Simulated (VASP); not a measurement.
# RbBr (I4/mmm) in VASP: notebook, part 2 of 2

VASP 6.6.1.

### Step 3. Single point, r2SCAN (strain +0.000 along x and y, -0.030 along z)

POSCAR

```
RbBr
1.0
    0.0000000000      3.4275000000      3.3246750000
    3.4275000000      0.0000000000      3.3246750000
    3.4275000000      3.4275000000      0.0000000000
Rb Br
1 1
Direct
    0.0000000000      0.0000000000      0.0000000000
    0.5000000000      0.5000000000      0.5000000000
```

INCAR.step1

```
PREC = Accurate ; ENCUT = 520
ISMEAR = 0 ; SIGMA = 0.05
LREAL = False ; LASPH = True
NELM = 80 ; NBANDS = 15
GGA = PE ; ALGO = Normal
EDIFF = 1E-4 ; LWAVE = True
LCHARG = False
```

INCAR.step2

```
PREC = Accurate ; ENCUT = 520
EDIFF = 1E-7 ; ISMEAR = 0
SIGMA = 0.05 ; LREAL = False
LASPH = True ; NELM = 80
ALGO = Normal ; ISIF = 2
LWAVE = False ; LCHARG = False
METAGGA = R2SCAN ; LMIXTAU = True
NBANDS = 15 ; ISTART = 1
```

KPOINTS

```
Automatic mesh
0
Gamma
  6 6 6
```

Potentials or basis: VASP PAW PBE potentials, release 64 (Rb_sv, Br).

The run is started by

```console
> cat potpaw_PBE.64/Rb_sv/POTCAR potpaw_PBE.64/Br/POTCAR > POTCAR
> cp INCAR.step1 INCAR
> mpirun -np 1 vasp_std > vasp.out
> cp INCAR.step2 INCAR
> mpirun -np 1 vasp_std > vasp.out
```

Wall time 77 s (1 thread of Intel Xeon Platinum 8488C (Sapphire Rapids), shared host); peak memory 0.23 GiB.

Results (log left out):

| Quantity | Value |
| --- | --- |
| Free energy | -31.1338 eV |
| Pressure | 1.1 GPa |
| Band gap on the k mesh | 5.01 eV |

Stress tensor (GPa, compression positive):
```
0.62 0.00 0.00
0.00 0.62 0.00
0.00 0.00 1.99
```

Levels at points of the mesh, in eV from the valence-band top:
```
           k point  band 6  band 7  band 8  band 9  band 10  band 11
(0.00, 0.00, 0.00)   -0.05   -0.05    0.00    5.01     7.79     7.79
(0.50, 0.00, 0.00)   -1.06   -0.41   -0.41    7.33     8.34    10.27
(0.50, 0.50, 0.00)   -0.47   -0.22   -0.22    5.96     8.06     9.92
(0.50, 0.00, 0.50)   -0.54   -0.20   -0.16    6.01     8.03     9.81
```

Caveat: the cell differs from its parent crystal (strain +0.000 along x and y, -0.030 along z); the PAW data sets were made with another functional, which shifts forces and pressure a little.

### Step 4. Single point, r2SCAN (strain +0.030 along x and y, -0.030 along z)

POSCAR

```
RbBr
1.0
    0.0000000000      3.5303250000      3.3246750000
    3.5303250000      0.0000000000      3.3246750000
    3.5303250000      3.5303250000      0.0000000000
Rb Br
1 1
Direct
    0.0000000000      0.0000000000      0.0000000000
    0.5000000000      0.5000000000      0.5000000000
```

INCAR.step1

```
ALGO     = Normal         # electronic algorithm
EDIFF    = 1E-4           # SCF threshold, eV
ENCUT    = 520            # plane-wave cutoff, eV
GGA      = PE             # functional
ISMEAR   = 0              # smearing method
LASPH    = T              # aspherical terms in the spheres
LCHARG   = F              # write CHGCAR
LREAL    = F              # projectors in reciprocal space
LWAVE    = T              # write WAVECAR
NBANDS   = 15             # bands
NELM     = 100            # most SCF steps
PREC     = Accurate       # precision mode
SIGMA    = 0.05           # smearing width, eV
```

INCAR.step2

```
ALGO     = Normal         # electronic algorithm
EDIFF    = 1E-6           # SCF threshold, eV
ENCUT    = 520            # plane-wave cutoff, eV
ISIF     = 2              # what is computed and relaxed
ISMEAR   = 0              # smearing method
ISTART   = 1            
LASPH    = T              # aspherical terms in the spheres
LCHARG   = F              # write CHGCAR
LMIXTAU  = T            
LREAL    = F              # projectors in reciprocal space
LWAVE    = F              # write WAVECAR
METAGGA  = R2SCAN         # meta-GGA
NBANDS   = 15             # bands
NELM     = 100            # most SCF steps
PREC     = Accurate       # precision mode
SIGMA    = 0.05           # smearing width, eV
```

KPOINTS

```
k-points
0
Gamma
  6 6 6
```

The run is started by

```console
> cat potpaw_PBE.64/Rb_sv/POTCAR potpaw_PBE.64/Br/POTCAR > POTCAR
> cp INCAR.step1 INCAR
> mpirun -np 1 vasp_std > vasp.out
> cp INCAR.step2 INCAR
> mpirun -np 1 vasp_std > vasp.out
```

It took 71 s on 1 thread of Intel Xeon Platinum 8488C (Sapphire Rapids), shared host; peak memory 0.25 GiB.

The run converged. Its results:

```
Free energy            : -31.1345 eV
Pressure               : 0.2 GPa
Band gap on the k mesh : 4.83 eV
```

Stress tensor (GPa, compression positive):
```
-0.49  0.00  0.00
 0.00 -0.49  0.00
 0.00  0.00  1.65
```

Levels at points of the mesh, in eV from the valence-band top:
| k point | band 5 | band 6 | band 7 | band 8 | band 9 | band 10 | band 11 | band 12 |
| --- | --- | --- | --- | --- | --- | --- | --- | --- |
| (0.00, 0.00, 0.00) | -8.79 | -0.08 | -0.08 | 0.00 | 4.83 | 7.71 | 7.71 | 8.07 |
| (0.50, 0.00, 0.00) | -8.72 | -0.98 | -0.39 | -0.38 | 7.16 | 8.11 | 10.07 | 10.13 |
| (0.50, 0.50, 0.00) | -8.87 | -0.43 | -0.26 | -0.26 | 5.98 | 7.85 | 9.65 | 10.04 |
| (0.50, 0.00, 0.50) | -8.84 | -0.56 | -0.21 | -0.15 | 6.08 | 7.75 | 9.42 | 9.94 |

Caveat: the cell differs from its parent crystal (strain +0.030 along x and y, -0.030 along z); the PAW data sets were made with another functional, which shifts forces and pressure a little.

### Step 5. Single point, r2SCAN (strain +0.030 along x and y, +0.000 along z)

POSCAR

```
RbBr
1.0
    0.0000000000      3.5303250000      3.4275000000
    3.5303250000      0.0000000000      3.4275000000
    3.5303250000      3.5303250000      0.0000000000
Rb Br
1 1
Direct
    0.0000000000      0.0000000000      0.0000000000
    0.5000000000      0.5000000000      0.5000000000
```

INCAR.step1

```
SYSTEM = RbBr
PREC = Accurate
ENCUT = 520
ISMEAR = 0
SIGMA = 0.05
LREAL = .FALSE.
LASPH = .TRUE.
NELM = 100
NBANDS = 15
GGA = PE
ALGO = Normal
EDIFF = 1E-4
LWAVE = .TRUE.
LCHARG = .FALSE.
```

INCAR.step2

```
SYSTEM = RbBr
PREC = Accurate
ENCUT = 520
EDIFF = 1E-6
ISMEAR = 0
SIGMA = 0.05
LREAL = .FALSE.
LASPH = .TRUE.
NELM = 100
ALGO = Normal
ISIF = 2
LWAVE = .FALSE.
LCHARG = .FALSE.
METAGGA = R2SCAN
LMIXTAU = .TRUE.
NBANDS = 15
ISTART = 1
```

KPOINTS

```
regular mesh
0
G
  6 6 6
  0 0 0
```

Potentials or basis: VASP PAW PBE potentials, release 64 (Rb_sv, Br).

The run is started by

```console
> cat potpaw_PBE.64/Rb_sv/POTCAR potpaw_PBE.64/Br/POTCAR > POTCAR
> cp INCAR.step1 INCAR
> mpirun -np 1 vasp_std > vasp.out
> cp INCAR.step2 INCAR
> mpirun -np 1 vasp_std > vasp.out
```

OUTCAR:

```text
SYSTEM = RbBr
   PREC = Accurate
   ENCUT = 520
   EDIFF = 1E-6
   ISMEAR = 0
   LREAL = .FALSE.
   LASPH = .TRUE.
   NELM = 100
   ISIF = 2
   METAGGA = R2SCAN
   ISTART = 1

 ion  position               nearest neighbor table
   1  0.000  0.000  0.000-   2 3.43   2 3.43   2 3.53   2 3.53   2 3.53   2 3.53
   2  0.500  0.500  0.500-   1 3.43   1 3.43   1 3.53   1 3.53   1 3.53   1 3.53

  LATTYP: Found a body centered tetragonal cell.
 ALAT       =     4.9926334946
 C/A-ratio  =     1.3730228761

  Lattice vectors:

[... 621 lines left out ...]

  FORCE on cell =-STRESS in cart. coord.  units (eV):
  Direction    XX          YY          ZZ          XY          YZ          ZX
  --------------------------------------------------------------------------------------
  -------------------------------------------------------------------------------------
  Total       -0.3159677     -0.3159677      0.1271636      0.0000000      0.0000000     -0.0000000
  in kB       -5.9253832     -5.9253832      2.3847151      0.0000000      0.0000000     -0.0000000
  external PRESSURE =      -3.1553504 kB  Pullay stress =       0.0000000 kB

 VOLUME and BASIS-vectors are now :
 -----------------------------------------------------------------------------
  energy-cutoff  :      520.00
  volume of cell :       85.44
      direct lattice vectors                 reciprocal lattice vectors
     0.000000000  3.530325000  3.427500000    -0.141630020  0.141630020  0.145878920
     3.530325000  0.000000000  3.427500000     0.141630020 -0.141630020  0.145878920
     3.530325000  3.530325000  0.000000000     0.141630020  0.141630020 -0.145878920

 POSITION                                       TOTAL-FORCE (eV/Angst)
 -----------------------------------------------------------------------------------
      0.00000      0.00000      0.00000         0.000000     -0.000000      0.000000
      3.53032      3.53032      3.42750        -0.000000      0.000000      0.000000
 -----------------------------------------------------------------------------------
    total drift:                                0.000000     -0.000000      0.000000

  FREE ENERGIE OF THE ION-ELECTRON SYSTEM (eV)
  ---------------------------------------------------
  free  energy   TOTEN  =       -31.1488907788 eV

  energy  without entropy=      -31.1488907788  energy(sigma->0) =      -31.14889078
```

OUTCAR.step1:

```text
SYSTEM = RbBr
   PREC = Accurate
   ENCUT = 520
   ISMEAR = 0
   LREAL = .FALSE.
   LASPH = .TRUE.
[... 655 lines left out ...]
      0.00000      0.00000      0.00000         0.000000      0.000000      0.000000
      3.53032      3.53032      3.42750        -0.000000      0.000000     -0.000000
 -----------------------------------------------------------------------------------
    total drift:                                0.000000     -0.000000     -0.000000

  FREE ENERGIE OF THE ION-ELECTRON SYSTEM (eV)
  ---------------------------------------------------
  free  energy   TOTEN  =        -6.1110247370 eV

  energy  without entropy=       -6.1110247370  energy(sigma->0) =       -6.11102474
```

Run time: 94 s. Hardware: 1 thread of Intel Xeon Platinum 8488C (Sapphire Rapids), shared host; peak memory 0.26 GiB.

What came out:

```yaml
Free_energy: -31.1489 eV
Pressure: -0.3 GPa
Band_gap_on_the_k_mesh: 4.80 eV
```

Stress tensor (GPa, compression positive):
```
-0.59  0.00  0.00
 0.00 -0.59  0.00
 0.00  0.00  0.24
```

Caveat: the cell differs from its parent crystal (strain +0.030 along x and y, +0.000 along z); the PAW data sets were made with another functional, which shifts forces and pressure a little.

### Step 6. Overview

```tsv
cell	gap on the mesh (eV)	pressure (GPa)
a = 4.849, b = 4.849, c = 4.702 Å, angles 61.0, 61.0, 58.0°, 2 atoms	5.01	1.2
a = 4.775, b = 4.775, c = 4.847 Å, angles 59.5, 59.5, 61.0°, 2 atoms	5.01	1.1
a = 4.849, b = 4.849, c = 4.993 Å, angles 59.0, 59.0, 62.0°, 2 atoms	4.83	0.2
a = 4.920, b = 4.920, c = 4.993 Å, angles 59.5, 59.5, 61.0°, 2 atoms	4.80	-0.3
```

Alike in all rows: task single point; level r2SCAN; potentials or basis VASP PAW PBE potentials, release 64 (Rb_sv, Br); no spin polarisation; k mesh 6 × 6 × 6; cutoff (eV) 520; smearing gaussian 0.05 eV.

Caveats: the PAW data sets were made with another functional, which shifts forces and pressure a little.

Absolute energies hang on the potentials; compare differences alone.
